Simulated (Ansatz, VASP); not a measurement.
## BN: VASP beside Ansatz

```
B N
1.0
     2.49824    0.00000    0.00000
    -1.24912    2.16354    0.00000
     0.00000    0.00000    6.63570
B N
2 2
Direct
  0.33333 0.66667 0.25000
  0.66667 0.33333 0.75000
  0.33333 0.66667 0.75000
  0.66667 0.33333 0.25000
```

Alike in both runs: task single point; functional PBEsol; dispersion D4; k mesh 12 × 12 × 4; occupations fermi-dirac, width 0.05 eV; no spin polarisation.

|  | VASP | Ansatz |
| --- | --- | --- |
| version | VASP 6.6.1 | Ansatz 0.2.0 |
| potentials or method | VASP PAW PBE potentials, release 64 (B, N) | plane waves, PAW |
| plane-wave cutoff (eV) | 520 | 420 |
| valence electrons in the cell | 16 | 16 |

Ansatz gave:

```
gap on the k mesh at the Fermi level (eV) : 4.19
```

Question: Which values does VASP return?

Answer: gap on the k mesh at the Fermi level (eV): 4.18.

VASP's potentials were made for PBE, not for PBEsol.
